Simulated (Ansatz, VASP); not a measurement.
## Two plane-wave programs on HfSi2

```
Hf Si
1.0
     1.84132   -7.29645    0.00000
     1.84132    7.29645    0.00000
     0.00000    0.00000    3.65907
Hf Si
2 4
Cartesian
  1.8413 -1.5391 0.9148
  1.8413 1.5391 2.7443
  1.8413 -6.5050 0.9148
  1.8413 6.5050 2.7443
  1.8413 3.6526 0.9148
  1.8413 -3.6526 2.7443
```

Alike in both runs: functional PBE; k mesh 10 × 10 × 10; occupations gaussian, width 0.1 eV; no spin polarisation.

Ansatz relaxed the structure, and its values are those at the end. VASP's run is a single point on that final structure, the one shown.

|  | VASP | Ansatz |
| --- | --- | --- |
| version | VASP 6.6.1 | Ansatz 0.2.0 |
| potentials or method | VASP PAW PBE potentials, release 64 (Hf_pv, Si), cutoff 500 eV | scalar-relativistic, plane waves, PAW |
| valence electrons in the cell | 36 | 68 |

VASP gave:

| Quantity | Value |
| --- | --- |
| gap on the k mesh at the Fermi level (eV) | none |
| pressure (GPa) | 0.0 |
| rms of the force components (eV/Å) | 0.006 |

**Question.** Estimate Ansatz's values.

**Answer.** gap on the k mesh at the Fermi level (eV): none; pressure (GPa): 0.0; rms of the force components (eV/Å): 0.001.

A gap of «none» marks a metal or a gap that the smearing closes. VASP's potentials hold 36 valence electrons a cell and Ansatz's 68, so a difference there can come from the potentials and not from the codes.

Spin-orbit coupling is off throughout.
